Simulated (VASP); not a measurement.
# InAg3 (P-6m2) in VASP: single point with LDA

Aim: the single point of InAg3 with LDA.

Everything below comes from runs of VASP 6.6.1. Logs are shortened: lines on timing, memory, paths and dates and some standing lists are left out, and cuts for length are marked.

**1. The cell of the first run**

It takes space group P-6m2 (No. 187, hexagonal). Conventional cell: a = 3.086 Å, b = 3.086 Å, c = 9.473 Å, α = 90.00°, β = 90.00°, γ = 120.00°. In (site symmetry -6m2) has 6 Ag at 2.99 Å and 6 In at 3.09 Å within 3.9 Å. Ag (site symmetry -6m2) has 12 Ag at 2.94 to 3.09 Å within 3.9 Å. Ag (site symmetry 3m) has 9 Ag at 2.94 to 3.09 Å and 3 In at 2.99 Å within 3.9 Å.

**2. Single point, LDA**

Input file INCAR:

```
SYSTEM = InAg3
PREC = Accurate
ENCUT = 520
EDIFF = 1E-6
ISMEAR = -1
SIGMA = 0.05
LREAL = .False.
LASPH = .True.
NELM = 100
ALGO = Normal
ISIF = 2
LWAVE = .False.
LCHARG = .True.
LELF = .True.
LVHAR = .True.
NBANDS = 31
```

Input file KPOINTS:

```
regular mesh
0
Gamma
  9 9 3
  0 0 0
```

Input file POSCAR:

```
InAg3
1.0
    3.0855200000      0.0000000000      0.0000000000
   -1.5427600000      2.6721400000      0.0000000000
    0.0000000000      0.0000000000      9.4732600000
In Ag
1 3
Direct
    0.0000000000      0.0000000000      0.0000000000
    0.0000000000      0.0000000000      0.5000000000
    0.3333333333      0.6666666667      0.2532000000
    0.3333333333      0.6666666667      0.7468100000
```

Potentials or basis: VASP PAW LDA potentials, release 64 (In_d, Ag).

Run with:

```bash
$ cat potpaw_LDA.64/In_d/POTCAR potpaw_LDA.64/Ag/POTCAR > POTCAR
$ mpirun -np 1 vasp_std > vasp.out
```

OUTCAR:

```text
SYSTEM = InAg3
   PREC = Accurate
   ENCUT = 520
   EDIFF = 1E-6
   ISMEAR = -1
   LREAL = .False.
   LASPH = .True.
   NELM = 100
   ISIF = 2

 ion  position               nearest neighbor table
   1  0.000  0.000  0.000-   4 2.99   4 2.99   4 2.99   3 2.99   3 2.99   3 2.99
   2  0.000  0.000  0.500-   3 2.94   3 2.94   3 2.94   4 2.94   4 2.94   4 2.94
   3  0.333  0.667  0.253-   2 2.94   2 2.94   2 2.94   1 2.99   1 2.99   1 2.99
   4  0.333  0.667  0.747-   2 2.94   2 2.94   2 2.94   1 2.99   1 2.99   1 2.99

  LATTYP: Found a hexagonal cell.
 ALAT       =     3.0855200000
 C/A-ratio  =     3.0702312738

  Lattice vectors:

 A1 = (   3.0855200000,   0.0000000000,   0.0000000000)
 A2 = (  -1.5427600000,   2.6721400000,   0.0000000000)
 A3 = (   0.0000000000,   0.0000000000,   9.4732600000)

Analysis of symmetry for initial positions (statically):
=====================================================================
 Subroutine PRICEL returns:
 Original cell was already a primitive cell.

 Routine SETGRP: Setting up the symmetry group for a
 hexagonal supercell.

 Subroutine GETGRP returns: Found  6 space group operations
 (whereof  6 operations were pure point group operations)
 out of a pool of 24 trial point group operations.

The static configuration has the point symmetry C_3v.

Analysis of symmetry for dynamics (positions and initial velocities):
=====================================================================
 Subroutine PRICEL returns:
 Original cell was already a primitive cell.

 Routine SETGRP: Setting up the symmetry group for a
 hexagonal supercell.

 Subroutine GETGRP returns: Found  6 space group operations
 (whereof  6 operations were pure point group operations)
 out of a pool of 24 trial point group operations.

The dynamic configuration has the point symmetry C_3v.

 Subroutine INISYM returns: Found  6 space group operations
 (whereof  6 operations are pure point group operations),
 and found     1 'primitive' translations

----------------------------------------------------------------------------------------

                                     Primitive cell

  volume of cell :      78.1065

  direct lattice vectors                    reciprocal lattice vectors
     3.085520000  0.000000000  0.000000000     0.324094480  0.187115945  0.000000000
    -1.542760000  2.672140000  0.000000000     0.000000000  0.374231889  0.000000000
     0.000000000  0.000000000  9.473260000     0.000000000  0.000000000  0.105560282

  length of vectors
     3.085520000  3.085521122  9.473260000     0.374232025  0.374231889  0.105560282

  position of ions in fractional coordinates (direct lattice)
     0.000000000  0.000000000  0.000000000
     0.000000000  0.000000000  0.500000000
     0.333333333  0.666666667  0.253200000
     0.333333333  0.666666667  0.746810000

  ion indices of the primitive-cell ions
   primitive index   ion index
                 1           1
                 2           2
                 3           3
                 4           4

----------------------------------------------------------------------------------------

 KPOINTS: regular mesh

Automatic generation of k-mesh.
 Grid dimensions read from file:
 generate k-points for:    9    9    3

 Generating k-lattice:

  Cartesian coordinates                     Fractional coordinates (reciprocal lattice)
     0.036010498  0.020790661  0.000000000     0.111111111  0.000000000  0.000000000
     0.000000000  0.041581321  0.000000000     0.000000000  0.111111111  0.000000000
     0.000000000  0.000000000  0.035186761     0.000000000  0.000000000  0.333333333

  Length of vectors
     0.041581336  0.041581321  0.035186761

  Shift w.r.t. Gamma in fractional coordinates (k-lattice)
     0.000000000  0.000000000  0.000000000

 Subroutine IBZKPT returns following result:
 ===========================================

 Found     31 irreducible k-points:

 Following reciprocal coordinates:
            Coordinates               Weight
  0.000000  0.000000  0.000000      1.000000
  0.111111  0.000000  0.000000      6.000000
  0.222222  0.000000  0.000000      6.000000
  0.333333  0.000000  0.000000      6.000000
  0.444444  0.000000  0.000000      6.000000
  0.111111  0.111111  0.000000      6.000000
[... 16 lines left out ...]
  0.222222  0.111111  0.333333     12.000000
 -0.111111  0.333333  0.333333     12.000000
 [... further k-points ...]
   k-points           NKPTS =     31   k-points in BZ     NKDIM =     31   number of bands    NBANDS=     31
   number of dos      NEDOS =    301   number of ions     NIONS =      4
   total plane-waves  NPLWV =  40320
   dimension x,y,z NGX =    24 NGY =   24 NGZ =   70
   dimension x,y,z NGXF=    48 NGYF=   48 NGZF=  140
   ions per type =               1   3
   NGX,Y,Z   is equivalent  to a cutoff of  12.93, 12.93, 12.28 a.u.
   NGXF,Y,Z  is equivalent  to a cutoff of  25.86, 25.86, 24.57 a.u.
 SYSTEM =  InAg3
   PREC   = accura    normal or accurate (medium, high low for compatibility)
   ISTART =      0    job   : 0-new  1-cont  2-samecut
   ICHARG =      2    charge: 1-file 2-atom 10-const
   ISPIN  =      1    spin polarized calculation?
   LNONCOLLINEAR =      F non collinear calculations
   LSORBIT =      F    spin-orbit coupling
   LASPH  =      T    aspherical Exc in radial PAW
   ENCUT  =  520.0 eV  38.22 Ry    6.18 a.u.   5.74  5.74 17.61*2*pi/ulx,y,z
   NELM   =    100;   NELMIN=  2; NELMDL= -5     # of ELM steps
   EDIFF  = 0.1E-05   stopping-criterion for ELM
   LREAL  =      F    real-space projection
   EDIFFG = 0.1E-04   stopping-criterion for IOM
   NSW    =      0    number of steps for IOM
   IBRION =     -1    ionic relax: 0-MD 1-quasi-New 2-CG
   NFREE  =      0    steps in history (QN), initial steepest desc. (CG)
   ISIF   =      2    stress and relaxation
   ISYM   =      2    0-nonsym 1-usesym 2-fastsym
   POTIM  = 0.5000    time-step for ionic-motion
   TEBEG  =    0.0;   TEEND  =   0.0 temperature during run
   PSTRESS=    0.0 pullay stress
   NELECT =      46.0000    total number of electrons
   NUPDOWN=      -1.0000    fix difference up-down
   EMIN   =  10.00;   EMAX   =-10.00  energy-range for DOS
   EFERMI =   0.00;   METHOD = LEGACY
   ISMEAR =    -1;   SIGMA  =   0.05  broadening in eV -4-tet -1-fermi 0-gaus
   EFERMI_NEDOS =   21; number of points for ismear=-14 and -15
   IALGO  =     38    algorithm
   IMIX   =      4    mixing-type and parameters
     AMIX     =   0.40;   BMIX     =  1.00
     AMIX_MAG =   1.60;   BMIX_MAG =  1.00
  volume/ion in A,a.u.               =      19.53       131.77
  Fermi-wavevector in a.u.,A,eV,Ry     =   1.372245  2.593168 25.620550  1.883057
  Thomas-Fermi vector in A             =   2.497870
   LORBIT       =      0    0 simple, 1 ext, 2 COOP (PROOUT), +10 PAW based schemes
   GGA     = CA    functional components
   LHFCALC =     F    Hartree Fock is set to
   AEXX    =    0.0000 exact exchange contribution
   IVDW    =     0    specifies the selected vdW correction
   LEPSILON=     F    determine dielectric tensor
   LRPA    =     F    only Hartree local field effects (RPA)
 non-spin polarized calculation
  energy-cutoff  :      520.00
  volume of cell :       78.11
 maximum number of plane-waves:      2115
 NGX is ok and might be reduce to    24
   NGX = 11   NGY = 11   NGZ = 35

 number of electron      46.0000017 magnetization

 Free energy of the ion-electron system (eV)
  ---------------------------------------------------
  ext. energy  EPLUGINS =         0.00000000
  ---------------------------------------------------
  free energy    TOTEN  =       -14.15074861 eV

  energy without entropy =      -14.13483910  energy(sigma->0) =      -14.14279386

 E-fermi :   7.6771     XC(G=0): -11.8619

 val. band max:        7.6346331517   @ k =   0.3333   0.3333   0.3333
 cond. band min:       7.6862497803   @ k =   0.4444   0.1111   0.3333
 fundamental gap:      0.0516166287
 Fermi energy:         7.6770954755

 k-point     1 :       0.0000    0.0000    0.0000
  band No.  band energies     occupation
      1      -7.1162      2.00000
      2      -7.0074      2.00000
      3      -7.0074      2.00000
      4      -6.6595      2.00000
      5      -6.6594      2.00000
      6      -1.7923      2.00000
[... 23 lines left out ...]
     30      20.3173      0.00000
     31      21.8512      0.00000

 k-point     2 :       0.1111    0.0000    0.0000
  band No.  band energies     occupation
      1      -7.0850      2.00000
      2      -7.0117      2.00000
      3      -6.9472      2.00000
      4      -6.7065      2.00000
      5      -6.6688      2.00000
      6      -1.5342      2.00000
[... 23 lines left out ...]
     30      19.7690      0.00000
     31      20.5401      0.00000

 k-point     3 :       0.2222    0.0000    0.0000
  band No.  band energies     occupation
      1      -7.1354      2.00000
      2      -6.9007      2.00000
      3      -6.8212      2.00000
      4      -6.7916      2.00000
      5      -6.6925      2.00000
      6      -0.7593      2.00000
[... 23 lines left out ...]
     30      18.3779      0.00000
     31      18.4258      0.00000

 k-point     4 :       0.3333    0.0000    0.0000
  band No.  band energies     occupation
      1      -7.2219      2.00000
      2      -6.9447      2.00000
      3      -6.7582      2.00000
      4      -6.7193      2.00000
      5      -6.6083      2.00000
      6       0.4681      2.00000
[... 635 lines left out ...]
     30      18.5516      0.00000
     31      20.0409      0.00000

 k-point    23 :       0.2222    0.1111    0.3333
  band No.  band energies     occupation
      1      -7.1218      2.00000
      2      -6.8920      2.00000
      3      -6.8900      2.00000
      4      -6.7242      2.00000
      5      -6.6583      2.00000
      6       0.0079      2.00000
[... 23 lines left out ...]
     30      16.7814      0.00000
     31      17.1124      0.00000

 k-point    24 :      -0.1111    0.3333    0.3333
  band No.  band energies     occupation
      1      -7.1218      2.00000
      2      -6.8920      2.00000
      3      -6.8900      2.00000
      4      -6.7242      2.00000
      5      -6.6583      2.00000
      6       0.0079      2.00000
[... 23 lines left out ...]
     30      16.7814      0.00000
     31      17.1123      0.00000

 [... further k-points ...]

------------------------ aborting loop because EDIFF is reached ----------------------------------------

  FORCE on cell =-STRESS in cart. coord.  units (eV):
  Direction    XX          YY          ZZ          XY          YZ          ZX
  --------------------------------------------------------------------------------------
  -------------------------------------------------------------------------------------
  Total       -4.3528626     -4.3528668     -4.5820786     -0.0000000      0.0000000      0.0000000
  in kB      -89.2891131    -89.2891997    -93.9909605     -0.0000000      0.0000000      0.0000000
  external PRESSURE =     -90.8564244 kB  Pullay stress =       0.0000000 kB

 VOLUME and BASIS-vectors are now :
 -----------------------------------------------------------------------------
  energy-cutoff  :      520.00
  volume of cell :       78.11
      direct lattice vectors                 reciprocal lattice vectors
     3.085520000  0.000000000  0.000000000     0.324094480  0.187115945  0.000000000
    -1.542760000  2.672140000  0.000000000     0.000000000  0.374231889  0.000000000
     0.000000000  0.000000000  9.473260000     0.000000000  0.000000000  0.105560282

 POSITION                                       TOTAL-FORCE (eV/Angst)
 -----------------------------------------------------------------------------------
      0.00000      0.00000      0.00000         0.000000      0.000000      0.000176
      0.00000      0.00000      4.73663         0.000000     -0.000000      0.000151
     -0.00000      1.78143      2.39863        -0.000000     -0.000000      0.208502
     -0.00000      1.78143      7.07473         0.000000     -0.000000     -0.208829
 -----------------------------------------------------------------------------------
    total drift:                                0.000000     -0.000002     -0.000001

  FREE ENERGIE OF THE ION-ELECTRON SYSTEM (eV)
  ---------------------------------------------------
  free  energy   TOTEN  =       -14.1507486142 eV

  energy  without entropy=      -14.1348391029  energy(sigma->0) =      -14.14279386
```

Wall time 1.8 min (1 thread of Intel Xeon 8259CL, shared host); peak memory 0.2 GiB.

What came out:

```yaml
Free_energy: -14.1507 eV
Pressure: -9.1 GPa
Largest_force: 0.209 eV/Å
Band_gap_on_the_k_mesh: zero (band 23 reaches 8.31 eV, above the bottom of band 24 at 5.42 eV)
```

Forces in eV/Å, atoms in the order of the input:
```
In   0.000  0.000  0.000
Ag   0.000  0.000  0.000
Ag   0.000  0.000  0.209
Ag   0.000  0.000 -0.209
```

Levels at points of the mesh, in eV from the Fermi level:
| k point | band 19 | band 20 | band 21 | band 22 | band 23 | band 24 | band 25 | band 26 | band 27 | band 28 |
| --- | --- | --- | --- | --- | --- | --- | --- | --- | --- | --- |
| (0.00, 0.00, 0.00) | -4.10 | -3.70 | -3.70 | -3.27 | -3.27 | -0.94 | 1.78 | 9.78 | 9.84 | 11.85 |

Caveat: spin-orbit coupling is left out, which moves the levels of the heavy elements.
